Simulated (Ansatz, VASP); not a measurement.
# Mo: VASP beside Ansatz

```
Mo
1.0
    -1.58754    1.58754    1.58754
     1.58754   -1.58754    1.58754
     1.58754    1.58754   -1.58754
Mo
1
Direct
  0.00000 0.00000 0.00000
```

Alike in both runs: functional RPBE; k mesh 13 × 13 × 13; occupations fermi-dirac, width 0.15 eV; no spin polarisation.

Ansatz relaxed the structure, and its values are those at the end. VASP's run is a single point on that final structure, the one shown.

|  | VASP | Ansatz |
| --- | --- | --- |
| version | VASP 6.6.1 | Ansatz 0.2.0 |
| potentials or method | VASP PAW PBE potentials, release 64 (Mo_sv) | plane waves, PAW |
| plane-wave cutoff (eV) | 520 | 420 |
| valence electrons in the cell | 14 | 14 |

|  | VASP | Ansatz | Ansatz less VASP |
| --- | --- | --- | --- |
| pressure (GPa) | 0.5 | 0.0 | -0.48 |

VASP's potentials were made for PBE, not for RPBE. The functional is the same, so the differences come from potentials, cutoffs and numerics. Ansatz's warnings: stress scf threshold loose.
